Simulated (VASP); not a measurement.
Here is a VASP 6.6.1 calculation.

File INCAR:

```
SYSTEM = Ti
  PREC = Accurate
  ENCUT = 600
  EDIFF = 1E-7
  ISMEAR = -1
  SIGMA = 0.1
  LREAL = .FALSE.
  LASPH = .TRUE.
  NELM = 60
  ALGO = Normal
  ISIF = 3
  LWAVE = .FALSE.
  LCHARG = .FALSE.
  GGA = RE
  IBRION = 2
  NSW = 80
  EDIFFG = -0.01
```

KPOINTS

```
Automatic mesh
0
G
  13 13 13
  0 0 0
```

File POSCAR:

```
Ti
1.0
   -1.6404466475      1.6404466475      1.6404466475
    1.6404466475     -1.6404466475      1.6404466475
    1.6404466475      1.6404466475     -1.6404466475
Ti
1
Direct
    0.0000000000      0.0000000000      0.0000000000
```

Potentials or basis: VASP PAW PBE potentials, release 64 (Ti_sv).

The run is started by

```sh
$ cat potpaw_PBE.64/Ti_sv/POTCAR > POTCAR
$ mpirun -np 1 vasp_std > vasp.out
```

Problem. What does it give for the band gap on the k mesh?

Solution. Zero (band 6 reaches 8.98 eV, above the bottom of band 7 at 7.43 eV).

Final structure:
```
Ti
1.0
    -1.64045    1.64045    1.64045
     1.64045   -1.64045    1.64045
     1.64045    1.64045   -1.64045
Ti
1
Direct
  0.00000 0.00000 0.00000
```

Caveat: the relaxation stopped at its first step, so nothing moved.
